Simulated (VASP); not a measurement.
Input of a VASP 6.6.1 run:

Contents of INCAR:

```
  PREC = Accurate
  ENCUT = 600
  EDIFF = 1E-6
  ISMEAR = -1
  SIGMA = 0.1
  LREAL = F
  LASPH = T
  NELM = 120
  ALGO = Normal
  ISIF = 2
  LWAVE = F
  LCHARG = F
  GGA = PE
  NBANDS = 35
  GGA_COMPAT = F
```

Contents of KPOINTS:

```
regular mesh
0
Gamma
  4 4 6
```

File POSCAR:

```
ZnF2
1.0
    4.7186350000      0.0000000000      0.0000000000
    0.0000000000      4.7186350000      0.0000000000
    0.0000000000      0.0000000000      3.1430150000
Zn F
2 4
Direct
    0.0000000000      0.0000000000      0.0000000000
    0.5000000000      0.5000000000      0.5000000000
    0.3024000000      0.3024000000      0.0000000000
    0.1976000000      0.8024000000      0.5000000000
    0.6976000000      0.6976000000      0.0000000000
    0.8024000000      0.1976000000      0.5000000000
```

Potentials or basis: VASP PAW PBE potentials, release 64 (Zn, F).

Launch:

```bash
$ cat potpaw_PBE.64/Zn/POTCAR potpaw_PBE.64/F/POTCAR > POTCAR
$ mpirun -np 1 vasp_std > vasp.out
```

What does it give for the pressure?

5.4 GPa.

Predict the band gap on the k mesh.

3.46 eV, direct.

Predict the largest force.

0.024 eV/Å.

Forces in eV/Å, atoms in the order of the input:
```
Zn   0.000  0.000  0.000
Zn   0.000  0.000  0.000
F    0.017  0.017  0.000
F   -0.017  0.017  0.000
F   -0.017 -0.017  0.000
F    0.017 -0.017  0.000
```

A hybrid or GW would open this gap; PBE tends to underestimate it.
